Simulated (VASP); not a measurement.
# La3O (P6/mmm) in VASP: notebook, part 2 of 2

VASP 6.6.1. Earlier steps stand in the parts before.

### 3 Single point, PBE

This run uses another cell than the first one, of 26.68 Å³/atom.

The input, INCAR:

```
PREC = Accurate
ENCUT = 520
EDIFF = 1E-6
ISMEAR = 0
SIGMA = 0.1
LREAL = False
LASPH = True
NELM = 100
ALGO = Normal
ISIF = 2
LWAVE = False
LCHARG = True
GGA = PE
LELF = True
LVHAR = True
NBANDS = 28
```

The input, KPOINTS:

```
Automatic mesh
0
Gamma
  12 12 14
```

The input, POSCAR:

```
La3O
1.0
    6.0677736946      0.0000000000      0.0000000000
   -3.0338868473      5.2548461639      0.0000000000
    0.0000000000      0.0000000000      3.3465835927
La O
3 1
Direct
    0.5000000000      0.0000000000      0.0000000000
    0.0000000000      0.5000000000      0.0000000000
    0.5000000000      0.5000000000      0.0000000000
    0.0000000000      0.0000000000      0.5000000000
```

Potentials or basis: VASP PAW PBE potentials, release 64 (La, O).

Launch:

```console
> cat potpaw_PBE.64/La/POTCAR potpaw_PBE.64/O/POTCAR > POTCAR
> mpirun -np 1 vasp_std > vasp.out
```

OUTCAR:

```text
PREC = Accurate
   ENCUT = 520
   EDIFF = 1E-6
   ISMEAR = 0
   LREAL = False
   LASPH = True
   NELM = 100
   ISIF = 2
   GGA = PE

 ion  position               nearest neighbor table
   1  0.500  0.000  0.000-   2 3.03   3 3.03   3 3.03   2 3.03
   2  0.000  0.500  0.000-   1 3.03   1 3.03   3 3.03   3 3.03
   3  0.500  0.500  0.000-   1 3.03   1 3.03   2 3.03   2 3.03
   4  0.000  0.000  0.500-

  LATTYP: Found a hexagonal cell.
 ALAT       =     6.0677736946
 C/A-ratio  =     0.5515340158

  Lattice vectors:

 A1 = (   6.0677736946,   0.0000000000,   0.0000000000)
 A2 = (  -3.0338868473,   5.2548461639,   0.0000000000)
 A3 = (   0.0000000000,   0.0000000000,   3.3465835927)

Analysis of symmetry for initial positions (statically):
=====================================================================
 Subroutine PRICEL returns:
 Original cell was already a primitive cell.

 Routine SETGRP: Setting up the symmetry group for a
 hexagonal supercell.

 Subroutine GETGRP returns: Found 24 space group operations
 (whereof 24 operations were pure point group operations)
 out of a pool of 24 trial point group operations.

The static configuration has the point symmetry D_6h.

Analysis of symmetry for dynamics (positions and initial velocities):
=====================================================================
 Subroutine PRICEL returns:
 Original cell was already a primitive cell.

 Routine SETGRP: Setting up the symmetry group for a
 hexagonal supercell.

 Subroutine GETGRP returns: Found 24 space group operations
 (whereof 24 operations were pure point group operations)
 out of a pool of 24 trial point group operations.

The dynamic configuration has the point symmetry D_6h.

 Subroutine INISYM returns: Found 24 space group operations
 (whereof 24 operations are pure point group operations),
 and found     1 'primitive' translations

----------------------------------------------------------------------------------------

                                     Primitive cell

  volume of cell :     106.7065

  direct lattice vectors                    reciprocal lattice vectors
     6.067773695  0.000000000  0.000000000     0.164805092  0.095150264  0.000000000
    -3.033886847  5.254846164  0.000000000     0.000000000  0.190300528  0.000000000
     0.000000000  0.000000000  3.346583593     0.000000000  0.000000000  0.298812198

  length of vectors
     6.067773695  6.067773695  3.346583593     0.190300528  0.190300528  0.298812198

  position of ions in fractional coordinates (direct lattice)
     0.500000000  0.000000000  0.000000000
     0.000000000  0.500000000  0.000000000
     0.500000000  0.500000000  0.000000000
     0.000000000  0.000000000  0.500000000

  ion indices of the primitive-cell ions
   primitive index   ion index
                 1           1
                 2           2
                 3           3
                 4           4

----------------------------------------------------------------------------------------

 KPOINTS: Automatic mesh

Automatic generation of k-mesh.
 Grid dimensions read from file:
 generate k-points for:   12   12   14

 Generating k-lattice:

  Cartesian coordinates                     Fractional coordinates (reciprocal lattice)
     0.013733758  0.007929189  0.000000000     0.083333333  0.000000000  0.000000000
     0.000000000  0.015858377  0.000000000     0.000000000  0.083333333  0.000000000
     0.000000000  0.000000000  0.021343728     0.000000000  0.000000000  0.071428571

  Length of vectors
     0.015858377  0.015858377  0.021343728

  Shift w.r.t. Gamma in fractional coordinates (k-lattice)
     0.000000000  0.000000000  0.000000000

 Subroutine IBZKPT returns following result:
 ===========================================

 Found    152 irreducible k-points:

 Following reciprocal coordinates:
            Coordinates               Weight
  0.000000  0.000000  0.000000      1.000000
  0.083333  0.000000  0.000000      6.000000
  0.166667  0.000000  0.000000      6.000000
  0.250000  0.000000  0.000000      6.000000
  0.333333  0.000000  0.000000      6.000000
  0.416667  0.000000  0.000000      6.000000
[... 16 lines left out ...]
  0.250000  0.000000  0.071429     12.000000
  0.333333  0.000000  0.071429     12.000000
 [... further k-points ...]
   k-points           NKPTS =    152   k-points in BZ     NKDIM =    152   number of bands    NBANDS=     28
   number of dos      NEDOS =    301   number of ions     NIONS =      4
   total plane-waves  NPLWV =  64512
   dimension x,y,z NGX =    48 NGY =   48 NGZ =   28
   dimension x,y,z NGXF=    96 NGYF=   96 NGZF=   56
   ions per type =               3   1
   NGX,Y,Z   is equivalent  to a cutoff of  13.15, 13.15, 13.91 a.u.
   NGXF,Y,Z  is equivalent  to a cutoff of  26.30, 26.30, 27.82 a.u.
 SYSTEM =  unknown system
   PREC   = accura    normal or accurate (medium, high low for compatibility)
   ISTART =      0    job   : 0-new  1-cont  2-samecut
   ICHARG =      2    charge: 1-file 2-atom 10-const
   ISPIN  =      1    spin polarized calculation?
   LNONCOLLINEAR =      F non collinear calculations
   LSORBIT =      F    spin-orbit coupling
   LASPH  =      T    aspherical Exc in radial PAW
   ENCUT  =  520.0 eV  38.22 Ry    6.18 a.u.  11.28 11.28  6.22*2*pi/ulx,y,z
   NELM   =    100;   NELMIN=  2; NELMDL= -5     # of ELM steps
   EDIFF  = 0.1E-05   stopping-criterion for ELM
   LREAL  =      F    real-space projection
   EDIFFG = 0.1E-04   stopping-criterion for IOM
   NSW    =      0    number of steps for IOM
   IBRION =     -1    ionic relax: 0-MD 1-quasi-New 2-CG
   NFREE  =      0    steps in history (QN), initial steepest desc. (CG)
   ISIF   =      2    stress and relaxation
   ISYM   =      2    0-nonsym 1-usesym 2-fastsym
   POTIM  = 0.5000    time-step for ionic-motion
   TEBEG  =    0.0;   TEEND  =   0.0 temperature during run
   PSTRESS=    0.0 pullay stress
   NELECT =      39.0000    total number of electrons
   NUPDOWN=      -1.0000    fix difference up-down
   EMIN   =  10.00;   EMAX   =-10.00  energy-range for DOS
   EFERMI =   0.00;   METHOD = LEGACY
   ISMEAR =     0;   SIGMA  =   0.10  broadening in eV -4-tet -1-fermi 0-gaus
   EFERMI_NEDOS =   21; number of points for ismear=-14 and -15
   IALGO  =     38    algorithm
   IMIX   =      4    mixing-type and parameters
     AMIX     =   0.40;   BMIX     =  1.00
     AMIX_MAG =   1.60;   BMIX_MAG =  1.00
  volume/ion in A,a.u.               =      26.68       180.02
  Fermi-wavevector in a.u.,A,eV,Ry     =   1.170485  2.211897 18.640473  1.370036
  Thomas-Fermi vector in A             =   2.306943
   LORBIT       =      0    0 simple, 1 ext, 2 COOP (PROOUT), +10 PAW based schemes
   GGA     = PE    functional components
   LHFCALC =     F    Hartree Fock is set to
   AEXX    =    0.0000 exact exchange contribution
   IVDW    =     0    specifies the selected vdW correction
   LEPSILON=     F    determine dielectric tensor
   LRPA    =     F    only Hartree local field effects (RPA)
 non-spin polarized calculation
 Gauss-broadening in eV      SIGMA  =   0.10
  energy-cutoff  :      520.00
  volume of cell :      106.71
 maximum number of plane-waves:      2896
 NGX is ok and might be reduce to    48
   NGX = 23   NGY = 23   NGZ = 13

 number of electron      39.0000000 magnetization

 Free energy of the ion-electron system (eV)
  ---------------------------------------------------
  ext. energy  EPLUGINS =         0.00000000
  ---------------------------------------------------
  free energy    TOTEN  =       -18.83086069 eV

  energy without entropy =      -18.81125884  energy(sigma->0) =      -18.82105976

 E-fermi :   8.4311     XC(G=0):  -9.9685

 val. band max:        8.4299738182   @ k =   0.3333   0.2500   0.2857
 cond. band min:       8.4360424139   @ k =   0.2500   0.1667   0.5000
 fundamental gap:      0.0060685956
 Fermi energy:         8.4311157985

 k-point     1 :       0.0000    0.0000    0.0000
  band No.  band energies     occupation
      1     -24.9104      2.00000
      2     -24.0670      2.00000
      3     -24.0670      2.00000
      4     -10.7834      2.00000
      5      -9.3400      2.00000
      6      -9.3400      2.00000
[... 20 lines left out ...]
     27      10.0633      0.00000
[... 691 lines left out ...]
      6      -8.7944      2.00000
[... 20 lines left out ...]
     27      10.1722      0.00000
     28      10.2673      0.00000

 [... further k-points ...]

------------------------ aborting loop because EDIFF is reached ----------------------------------------

  FORCE on cell =-STRESS in cart. coord.  units (eV):
  Direction    XX          YY          ZZ          XY          YZ          ZX
  --------------------------------------------------------------------------------------
  -------------------------------------------------------------------------------------
  Total       -0.0253677     -0.0253677      0.0429891      0.0000000     -0.0000000      0.0000000
  in kB       -0.3808904     -0.3808904      0.6454721      0.0000000     -0.0000000      0.0000000
  external PRESSURE =      -0.0387696 kB  Pullay stress =       0.0000000 kB

 VOLUME and BASIS-vectors are now :
 -----------------------------------------------------------------------------
  energy-cutoff  :      520.00
  volume of cell :      106.71
      direct lattice vectors                 reciprocal lattice vectors
     6.067773695  0.000000000  0.000000000     0.164805092  0.095150264  0.000000000
    -3.033886847  5.254846164  0.000000000     0.000000000  0.190300528  0.000000000
     0.000000000  0.000000000  3.346583593     0.000000000  0.000000000  0.298812198

 POSITION                                       TOTAL-FORCE (eV/Angst)
 -----------------------------------------------------------------------------------
      3.03389      0.00000      0.00000         0.000000      0.000000      0.000000
     -1.51694      2.62742      0.00000         0.000000      0.000000      0.000000
      1.51694      2.62742      0.00000        -0.000000      0.000000      0.000000
      0.00000      0.00000      1.67329         0.000000      0.000000      0.000000
 -----------------------------------------------------------------------------------
    total drift:                               -0.000000      0.000000      0.000000

  FREE ENERGIE OF THE ION-ELECTRON SYSTEM (eV)
  ---------------------------------------------------
  free  energy   TOTEN  =       -18.8308606887 eV

  energy  without entropy=      -18.8112588405  energy(sigma->0) =      -18.82105976
```

It took 20 min on 1 thread of Intel Xeon 8259CL, shared host; peak memory 0.56 GiB.

What came out:

| Item | Value |
| --- | --- |
| Free energy | -18.8309 eV |
| Pressure | 0.0 GPa |
| Band gap on the k mesh | zero (an odd number of electrons rules out a gap without spin polarisation) |

Caveat: spin-orbit coupling is left out, which moves the levels of the heavy elements; an odd number of electrons without spin polarisation forces a metal; a magnetic or distorted state may lie lower.

The gap in the log of VASP goes by the Fermi energy; the results here count the filled bands.